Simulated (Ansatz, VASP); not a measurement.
One calculation of Ge, two programs

```
Ge
1.0
     4.07361    0.00000    0.00000
     0.00000    4.07361    0.00000
     0.00000    0.00000   23.20120
Ge
6
Direct
  0.75000 0.00000 0.34445
  0.25000 0.00000 0.40600
  0.25000 0.50000 0.46939
  0.75000 0.50000 0.53061
  0.75000 0.00000 0.59400
  0.25000 0.00000 0.65555
```

Alike in both runs: task single point; functional PBE; k mesh 6 × 6 × 1; occupations fermi-dirac, width 0.02 eV; no spin polarisation.

|  | VASP | Ansatz |
| --- | --- | --- |
| version | VASP 6.6.1 | Ansatz 0.2.0 |
| potentials or method | VASP PAW PBE potentials, release 64 (Ge_d), cutoff 520 eV | all-electron LAPW, scalar-relativistic |

Ansatz gave:

| Quantity | Value |
| --- | --- |
| rms of the force components (eV/Å) | 0.005 |

Q: Estimate VASP's values.

A: rms of the force components (eV/Å): 0.004.

Atom by atom the forces differ by 0.002 eV/Å (rms over components). Ansatz ran all-electron here, and VASP with PAW potentials. Ansatz's warnings: slab cell height set.
